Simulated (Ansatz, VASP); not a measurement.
# One calculation of In3Se, two programs

```xyz
4
Lattice="4.8038 0.0000 0.0000 0.0000 4.8038 0.0000 0.0000 0.0000 4.8038" Properties=species:S:1:pos:R:3 pbc="T T T"
In    0.0000    2.4019    2.4019
In    2.4019    0.0000    2.4019
In    2.4019    2.4019    0.0000
Se    0.0000    0.0000    0.0000
```

Alike in both runs: task single point; functional PBE; k mesh 10 × 10 × 10; occupations gaussian, width 0.02 eV; no spin polarisation.

```csv
,VASP,Ansatz
version,VASP 6.6.1,Ansatz 0.2.0
potentials or method,"VASP PAW PBE potentials, release 64 (In_d, Se), cutoff 520 eV","scalar-relativistic, plane waves, PAW"
valence electrons in the cell,45,55
```

|  | VASP | Ansatz | Ansatz less VASP |
| --- | --- | --- | --- |
| gap on the k mesh at the Fermi level (eV) | none | none | - |
| pressure (GPa) | -0.3 | -0.3 | +0.01 |

A gap of «none» marks a metal or a gap that the smearing closes. VASP's potentials hold 45 valence electrons a cell and Ansatz's 55, so a difference there can come from the potentials and not from the codes.
